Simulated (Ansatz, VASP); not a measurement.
**C in VASP and in Ansatz**

File INCAR:

```
ALGO = Normal
EDIFF = 1E-7
ENCUT = 520
ISIF = 2
ISMEAR = 0
LASPH = T
LCHARG = F
LREAL = F
LWAVE = F
NBANDS = 16
NELM = 80
PREC = Accurate
SIGMA = 0.1
```

The input KPOINTS:

```
k-points
0
Gamma
  18 18 6
```

File POSCAR:

```
C
1.0
    1.2280479700     -2.1270618200      0.0000000000
    1.2280479700      2.1270618200      0.0000000000
    0.0000000000      0.0000000000      7.1732677600
C
4
Direct
    0.0833794600      0.9166205400      0.7531376000
    0.5833794600      0.4166205400      0.2468624000
    0.9166205400      0.0833794600      0.2468624000
    0.4166205400      0.5833794600      0.7531376000
```

Input for Ansatz:

```yaml
crystal:
  lattice:
    - [1.22804797, -2.12706182, 0.0]
    - [1.22804797, 2.12706182, 0.0]
    - [0.0, 0.0, 7.17326776]
  atoms:
    - { symbol: C, position: [0.08337946, 0.91662054, 0.7531376] }
    - { symbol: C, position: [0.58337946, 0.41662054, 0.2468624] }
    - { symbol: C, position: [0.91662054, 0.08337946, 0.2468624] }
    - { symbol: C, position: [0.41662054, 0.58337946, 0.7531376] }
basis:
  ecutwfc: 460
kpoints:
  mp_grid: { grid: [18, 18, 6] }
hamiltonian:
  xc: lda
scf:
  occupations: { method: gaussian, width: 0.1 }
output:
  forces: true
  stress: true
  eigenvalues: true
```

Alike in both runs: task single point; functional LDA; k mesh 18 × 18 × 6; occupations gaussian, width 0.1 eV; no spin polarisation.

|  | VASP | Ansatz |
| --- | --- | --- |
| version | VASP 6.6.1 | Ansatz 0.2.0 |
| potentials or method | VASP PAW LDA potentials, release 64 (C), cutoff 520 eV | scalar-relativistic, plane waves, PAW |
| valence electrons in the cell | 16 | 16 |

```csv
,VASP,Ansatz,Ansatz less VASP
gap on the k mesh at the Fermi level (eV),0.02,0.02,0.000
least direct gap on the mesh (eV),0.02,0.02,0.000
pressure (GPa),-3.2,-3.9,-0.72
"traceless stress, the component that is largest in VASP (GPa)",1.95,2.80,+0.853
rms of the force components (eV/Å),0.015,0.015,0.0000
```

LDA's correlation is that of Perdew and Zunger in VASP and of Perdew and Wang (1992) in Ansatz. Atom by atom the forces differ by 0.000 eV/Å (rms over components).
